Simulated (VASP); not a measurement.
# Pb (Fm-3m) in VASP: single point with r2SCAN

Aim: the single point of Pb with r2SCAN.

Program: VASP 6.6.1. These are calculated values, not measurements. Logs are shortened: lines on timing, memory, paths and dates and some standing lists are left out, and cuts for length are marked.

### 1 The cell of the first run

It takes space group Fm-3m (No. 225, cubic). The conventional cell has a = 4.997 Å, b = 4.997 Å, c = 4.997 Å, α = 90.00°, β = 90.00°, γ = 90.00°. Pb (site symmetry m-3m) has 12 Pb at 3.53 Å within 4.6 Å.

### 2 Single point, r2SCAN

The input, POSCAR:

```
Pb
1.0
    0.0000000000      2.4987437392      2.4987437392
    2.4987437392      0.0000000000      2.4987437392
    2.4987437392      2.4987437392      0.0000000000
Pb
1
Direct
    0.0000000000      0.0000000000      0.0000000000
```

The input, INCAR.step1:

```
SYSTEM = Pb
  PREC = Accurate
  ENCUT = 520
  ISMEAR = -1
  SIGMA = 0.1
  LREAL = .FALSE.
  LASPH = .TRUE.
  NELM = 80
  NBANDS = 13
  GGA = PE
  ALGO = Normal
  EDIFF = 1E-4
  LWAVE = .TRUE.
  LCHARG = .FALSE.
```

The input, INCAR.step2:

```
SYSTEM = Pb
  PREC = Accurate
  ENCUT = 520
  EDIFF = 1E-6
  ISMEAR = -1
  SIGMA = 0.1
  LREAL = .FALSE.
  LASPH = .TRUE.
  NELM = 80
  ALGO = Normal
  ISIF = 2
  LWAVE = .FALSE.
  LCHARG = .FALSE.
  METAGGA = R2SCAN
  LMIXTAU = .TRUE.
  NBANDS = 13
  ISTART = 1
```

The input, KPOINTS:

```
Automatic mesh
0
G
  8 8 8
  0 0 0
```

Potentials or basis: VASP PAW PBE potentials, release 64 (Pb_d).

On the command line:

```sh
> cat potpaw_PBE.64/Pb_d/POTCAR > POTCAR
> cp INCAR.step1 INCAR
> mpirun -np 1 vasp_std > vasp.out
> cp INCAR.step2 INCAR
> mpirun -np 1 vasp_std > vasp.out
```

OUTCAR:

```text
SYSTEM = Pb
   PREC = Accurate
   ENCUT = 520
   EDIFF = 1E-6
   ISMEAR = -1
   LREAL = .FALSE.
   LASPH = .TRUE.
   NELM = 80
   ISIF = 2
   METAGGA = R2SCAN
   ISTART = 1

 ion  position               nearest neighbor table
   1  0.000  0.000  0.000-

  LATTYP: Found a face centered cubic cell.
 ALAT       =     4.9974874784

  Lattice vectors:

 A1 = (   0.0000000000,   2.4987437392,   2.4987437392)
 A2 = (   2.4987437392,   0.0000000000,   2.4987437392)
 A3 = (   2.4987437392,   2.4987437392,   0.0000000000)

Analysis of symmetry for initial positions (statically):
=====================================================================
 Subroutine PRICEL returns:
 Original cell was already a primitive cell.

 Routine SETGRP: Setting up the symmetry group for a
 face centered cubic supercell.

 Subroutine GETGRP returns: Found 48 space group operations
 (whereof 48 operations were pure point group operations)
 out of a pool of 48 trial point group operations.

The static configuration has the point symmetry O_h .

Analysis of symmetry for dynamics (positions and initial velocities):
=====================================================================
 Subroutine PRICEL returns:
 Original cell was already a primitive cell.

 Routine SETGRP: Setting up the symmetry group for a
 face centered cubic supercell.

 Subroutine GETGRP returns: Found 48 space group operations
 (whereof 48 operations were pure point group operations)
 out of a pool of 48 trial point group operations.

The dynamic configuration has the point symmetry O_h .

 Subroutine INISYM returns: Found 48 space group operations
 (whereof 48 operations are pure point group operations),
 and found     1 'primitive' translations

----------------------------------------------------------------------------------------

                                     Primitive cell

  volume of cell :      31.2029

  direct lattice vectors                    reciprocal lattice vectors
     0.000000000  2.498743739  2.498743739    -0.200100551  0.200100551  0.200100551
     2.498743739  0.000000000  2.498743739     0.200100551 -0.200100551  0.200100551
     2.498743739  2.498743739  0.000000000     0.200100551  0.200100551 -0.200100551

  length of vectors
     3.533757285  3.533757285  3.533757285     0.346584322  0.346584322  0.346584322

  position of ions in fractional coordinates (direct lattice)
     0.000000000  0.000000000  0.000000000

  ion indices of the primitive-cell ions
   primitive index   ion index
[... 76 lines left out ...]
   NSW    =      0    number of steps for IOM
   IBRION =     -1    ionic relax: 0-MD 1-quasi-New 2-CG
   NFREE  =      0    steps in history (QN), initial steepest desc. (CG)
   ISIF   =      2    stress and relaxation
   ISYM   =      2    0-nonsym 1-usesym 2-fastsym
   POTIM  = 0.5000    time-step for ionic-motion
   TEBEG  =    0.0;   TEEND  =   0.0 temperature during run
   PSTRESS=    0.0 pullay stress
   NELECT =      14.0000    total number of electrons
   NUPDOWN=      -1.0000    fix difference up-down
   EMIN   =  10.00;   EMAX   =-10.00  energy-range for DOS
   EFERMI =   0.00;   METHOD = LEGACY
   ISMEAR =    -1;   SIGMA  =   0.10  broadening in eV -4-tet -1-fermi 0-gaus
   EFERMI_NEDOS =   21; number of points for ismear=-14 and -15
   IALGO  =     38    algorithm
   IMIX   =      4    mixing-type and parameters
     AMIX     =   0.40;   BMIX     =  1.00
     AMIX_MAG =   1.60;   BMIX_MAG =  1.00
  volume/ion in A,a.u.               =      31.20       210.57
  Fermi-wavevector in a.u.,A,eV,Ry     =   1.253293  2.368380 21.371245  1.570742
  Thomas-Fermi vector in A             =   2.387152
   LORBIT       =      0    0 simple, 1 ext, 2 COOP (PROOUT), +10 PAW based schemes
   METAGGA = R2SCAN    functional components
   LHFCALC =     F    Hartree Fock is set to
   AEXX    =    0.0000 exact exchange contribution
   IVDW    =     0    specifies the selected vdW correction
   LEPSILON=     F    determine dielectric tensor
   LRPA    =     F    only Hartree local field effects (RPA)
 non-spin polarized calculation
  energy-cutoff  :      520.00
  volume of cell :       31.20
 maximum number of plane-waves:       869
 NGX is ok and might be reduce to    28
   NGX = 13   NGY = 13   NGZ = 13

 number of electron      14.0000001 magnetization

 Free energy of the ion-electron system (eV)
  ---------------------------------------------------
  ext. energy  EPLUGINS =         0.00000000
  ---------------------------------------------------
  free energy    TOTEN  =       -56.30174442 eV

  energy without entropy =      -56.28824839  energy(sigma->0) =      -56.29499640

 E-fermi :   6.8917     XC(G=0): -10.7702

 val. band max:        6.7173763856   @ k =   0.3750   0.2500   0.0000
 cond. band min:       7.0232350253   @ k =  -0.3750   0.2500   0.0000
 fundamental gap:      0.3058586397
 Fermi energy:         6.8916865833

 k-point     1 :       0.0000    0.0000    0.0000
  band No.  band energies     occupation
      1     -10.7933      2.00000
      2     -10.7933      2.00000
      3     -10.7933      2.00000
      4     -10.6582      2.00000
      5     -10.6582      2.00000
      6      -5.1912      2.00000
      7      14.4057      0.00000
      8      14.4057      0.00000
      9      14.4057      0.00000
     10      17.2976      0.00000
     11      18.8225      0.00000
     12      19.8011      0.00000
     13      19.8011      0.00000
[... 354 lines left out ...]
  band No.  band energies     occupation
      1     -10.7957      2.00000
      2     -10.7762      2.00000
      3     -10.6738      2.00000
      4     -10.6151      2.00000
      5     -10.5311      2.00000
      6      -0.9508      2.00000
      7       3.6023      2.00000
      8       8.3183      0.00000
      9      10.2980      0.00000
     10      16.1387      0.00000
     11      18.2894      0.00000
     12      22.7755      0.00000
     13      23.0835      0.00000

 [... further k-points ...]
[... 5 lines left out ...]
  --------------------------------------------------------------------------------------
  -------------------------------------------------------------------------------------
  Total       -0.0036021     -0.0036021     -0.0036021     -0.0000000      0.0000000     -0.0000000
  in kB       -0.1849596     -0.1849596     -0.1849596     -0.0000000      0.0000000     -0.0000000
  external PRESSURE =      -0.1849596 kB  Pullay stress =       0.0000000 kB

 VOLUME and BASIS-vectors are now :
 -----------------------------------------------------------------------------
  energy-cutoff  :      520.00
  volume of cell :       31.20
      direct lattice vectors                 reciprocal lattice vectors
     0.000000000  2.498743739  2.498743739    -0.200100551  0.200100551  0.200100551
     2.498743739  0.000000000  2.498743739     0.200100551 -0.200100551  0.200100551
     2.498743739  2.498743739  0.000000000     0.200100551  0.200100551 -0.200100551

 POSITION                                       TOTAL-FORCE (eV/Angst)
 -----------------------------------------------------------------------------------
      0.00000      0.00000      0.00000         0.000000      0.000000      0.000000
 -----------------------------------------------------------------------------------
    total drift:                               -0.000000     -0.000000     -0.000000

  FREE ENERGIE OF THE ION-ELECTRON SYSTEM (eV)
  ---------------------------------------------------
  free  energy   TOTEN  =       -56.3017444237 eV

  energy  without entropy=      -56.2882483851  energy(sigma->0) =      -56.29499640
```

OUTCAR.step1:

```text
SYSTEM = Pb
   PREC = Accurate
   ENCUT = 520
   ISMEAR = -1
   LREAL = .FALSE.
   LASPH = .TRUE.
[... 601 lines left out ...]
 -----------------------------------------------------------------------------------
      0.00000      0.00000      0.00000        -0.000000      0.000000      0.000000
 -----------------------------------------------------------------------------------
    total drift:                               -0.000000     -0.000000     -0.000000

  FREE ENERGIE OF THE ION-ELECTRON SYSTEM (eV)
  ---------------------------------------------------
  free  energy   TOTEN  =        -3.5825938530 eV

  energy  without entropy=       -3.5689257010  energy(sigma->0) =       -3.57575978
```

OSZICAR.step1:

```text
N       E                     dE             d eps       ncg     rms          rms(c)
DAV:   1     0.108182148007E+03    0.10818E+03   -0.70233E+03   764   0.126E+03
DAV:   2     0.192199336083E+01   -0.10626E+03   -0.10315E+03   774   0.308E+02
DAV:   3    -0.345967230368E+01   -0.53817E+01   -0.52896E+01   947   0.749E+01
DAV:   4    -0.358753176885E+01   -0.12786E+00   -0.12782E+00   952   0.124E+01
DAV:   5    -0.359286813431E+01   -0.53364E-02   -0.53359E-02  1024   0.235E+00    0.501E-01
DAV:   6    -0.358451132659E+01    0.83568E-02   -0.12782E-02  1033   0.192E+00    0.252E-01
DAV:   7    -0.358261284672E+01    0.18985E-02   -0.53584E-03   964   0.119E+00    0.885E-02
DAV:   8    -0.358259385296E+01    0.18994E-04   -0.41247E-04   936   0.325E-01
   1 F= -.35825939E+01 E0= -.35757598E+01  d E =-.136682E-01
```

Run time: 23 s. Hardware: 1 thread of Intel Xeon 6975P-C (Granite Rapids), shared host; peak memory 0.16 GiB.

What came out:

```yaml
Free_energy: -56.3017 eV
Pressure: 0.0 GPa
Band_gap_on_the_k_mesh: zero (band 7 reaches 14.41 eV, above the bottom of band 8 at 5.50 eV)
```

Levels at points of the mesh, in eV from the Fermi level:
| k point | band 3 | band 4 | band 5 | band 6 | band 7 | band 8 | band 9 | band 10 | band 11 | band 12 |
| --- | --- | --- | --- | --- | --- | --- | --- | --- | --- | --- |
| (0.00, 0.00, 0.00) | -17.68 | -17.55 | -17.55 | -12.08 | 7.51 | 7.51 | 7.51 | 10.41 | 11.93 | 12.91 |
| (0.50, 0.00, 0.00) | -17.67 | -17.42 | -17.42 | -8.44 | -4.22 | 5.65 | 5.65 | 9.81 | 9.95 | 11.65 |
| (0.50, 0.50, 0.00) | -17.43 | -17.38 | -17.38 | -7.00 | -3.33 | 2.11 | 2.11 | 5.85 | 6.94 | 19.15 |

Caveat: the PAW data sets were made with another functional, which shifts forces and pressure a little; spin-orbit coupling is left out, which moves the levels of the heavy elements.
